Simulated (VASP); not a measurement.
Wanted: the native input for a VASP 6.6.1 run.

| Property | Result |
| --- | --- |
| Task | single point |
| Functional | r2SCAN |
| Potentials or basis | VASP PAW PBE potentials, release 64 (Be, Au) |
| Cutoff | 520 eV |
| k mesh | 6 × 6 × 6 |
| Occupations | gaussian, width 0.15 eV |
| Spin | no spin polarisation |
| Dipole correction | no |
| Further INCAR settings | ALGO = Normal; EDIFF = 1e-06; NBANDS = 26 |

Crystal: BeAu3.

```xyz
4
Lattice="4.0383 0.0000 0.0000 0.0000 4.0383 0.0000 0.0000 0.0000 4.0383" Properties=species:S:1:pos:R:3 pbc="T T T"
Be    0.0000    0.0000    0.0000
Au    0.0000    2.0191    2.0191
Au    2.0191    0.0000    2.0191
Au    2.0191    2.0191    0.0000
```

These files were run (other wordings do the same):

POSCAR

```
BeAu3
1.0
    4.0382743637      0.0000000000      0.0000000000
    0.0000000000      4.0382743637      0.0000000000
    0.0000000000      0.0000000000      4.0382743637
Be Au
1 3
Direct
    0.0000000000      0.0000000000      0.0000000000
    0.0000000000      0.5000000000      0.5000000000
    0.5000000000      0.0000000000      0.5000000000
    0.5000000000      0.5000000000      0.0000000000
```

INCAR.step1

```
PREC = Accurate
ENCUT = 520
ISMEAR = 0
SIGMA = 0.15
LREAL = False
LASPH = True
NELM = 80
NBANDS = 26
GGA = PE
ALGO = Normal
EDIFF = 1E-4
LWAVE = True
LCHARG = False
```

INCAR.step2

```
PREC = Accurate
ENCUT = 520
EDIFF = 1E-6
ISMEAR = 0
SIGMA = 0.15
LREAL = False
LASPH = True
NELM = 80
ALGO = Normal
ISIF = 2
LWAVE = False
LCHARG = False
METAGGA = R2SCAN
LMIXTAU = True
NBANDS = 26
ISTART = 1
```

KPOINTS

```
Automatic mesh
0
Gamma
  6 6 6
```

Potentials or basis: VASP PAW PBE potentials, release 64 (Be, Au).

The run is started by

```console
$ cat potpaw_PBE.64/Be/POTCAR potpaw_PBE.64/Au/POTCAR > POTCAR
$ cp INCAR.step1 INCAR
$ mpirun -np 1 vasp_std > vasp.out
$ cp INCAR.step2 INCAR
$ mpirun -np 1 vasp_std > vasp.out
```

Results of the run:

* Pressure: -6.8 GPa

Caveat: the PAW data sets were made with another functional, which shifts forces and pressure a little.

Run time: 96 s on 1 thread of Intel(R) Xeon(R) Platinum 8124M CPU @ 3.00GHz (Skylake/Cascade Lake) (shared host), peak memory 0.19 GiB.
